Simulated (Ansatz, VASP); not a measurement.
Cs2Ge3: VASP beside Ansatz

```
Cs Ge
1.0
    -2.37960    3.97678    5.09503
     2.37960   -3.97678    5.09503
     2.37960    3.97678   -5.09503
Cs Ge
2 3
Direct
  0.22408 0.72408 0.50000
  0.77592 0.27592 0.50000
  0.79557 0.00000 0.79557
  0.50000 0.50000 0.00000
  0.20443 0.00000 0.20443
```

Change from the starting cell: species swapped into the Ba2Bi3 type (Immm, No. 71).

Alike in both runs: task single point; functional PBE; k mesh 4 × 4 × 4; occupations gaussian, width 0.1 eV; no spin polarisation.

|  | VASP | Ansatz |
| --- | --- | --- |
| version | VASP 6.6.1 | Ansatz 0.2.0 |
| potentials or method | VASP PAW PBE potentials, release 64 (Cs_sv, Ge_d), cutoff 520 eV | scalar-relativistic, plane waves, PAW |
| valence electrons in the cell | 60 | 60 |

Ansatz gave:

| Quantity | Value |
| --- | --- |
| gap on the k mesh at the Fermi level (eV) | none |
| pressure (GPa) | -1.2 |
| traceless stress, the component that is largest in VASP (GPa) | 5.70 |
| rms of the force components (eV/Å) | 0.110 |

**Question.** Which values does VASP return?

**Answer.** gap on the k mesh at the Fermi level (eV): none; pressure (GPa): -1.1; traceless stress, the component that is largest in VASP (GPa): 5.71; rms of the force components (eV/Å): 0.110.

Atom by atom the forces differ by 0.000 eV/Å (rms over components). A gap of «none» marks a metal or a gap that the smearing closes.

The k mesh is coarse, so the values compare programs but aren't converged. Neither program's run includes spin-orbit coupling.
